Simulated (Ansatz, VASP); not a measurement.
## SiO2 in VASP and in Ansatz

```
Si O
1.0
     5.03103    0.00000    0.00000
     0.00000    5.03103    0.00000
     0.00000    0.00000    7.01064
Si O
4 8
Direct
  0.79771 0.79771 0.50000
  0.70229 0.29771 0.25000
  0.20229 0.20229 0.00000
  0.29771 0.70229 0.75000
  0.26029 0.39882 0.82197
  0.10118 0.76029 0.57197
  0.73971 0.60118 0.32197
  0.89882 0.23971 0.07197
  0.76029 0.10118 0.42803
  0.60118 0.73971 0.67803
  0.23971 0.89882 0.92803
  0.39882 0.26029 0.17803
```

Alike in both runs: task relaxation of cell and atoms; functional PBEsol; k mesh 6 × 6 × 4; occupations gaussian, width 0.02 eV; no spin polarisation.

|  | VASP | Ansatz |
| --- | --- | --- |
| version | VASP 6.6.1 | Ansatz 0.2.0 |
| potentials or method | VASP PAW PBE potentials, release 64 (Si, O), cutoff 600 eV | scalar-relativistic, plane waves, PAW |
| valence electrons in the cell | 64 | 64 |

VASP gave:

- gap on the k mesh at the Fermi level, each at its own relaxed structure (eV): 5.56
- relaxed volume (Å³/atom): 14.81
- relaxed length of the cell vector where the two differ most in proportion (Å): 5.035

**Question.** What did Ansatz give for the same quantities?

**Answer.** gap on the k mesh at the Fermi level, each at its own relaxed structure (eV): 5.57; relaxed volume (Å³/atom): 14.79; relaxed length of the cell vector where the two differ most in proportion (Å): 5.031.

VASP's potentials were made for PBE, not for PBEsol.
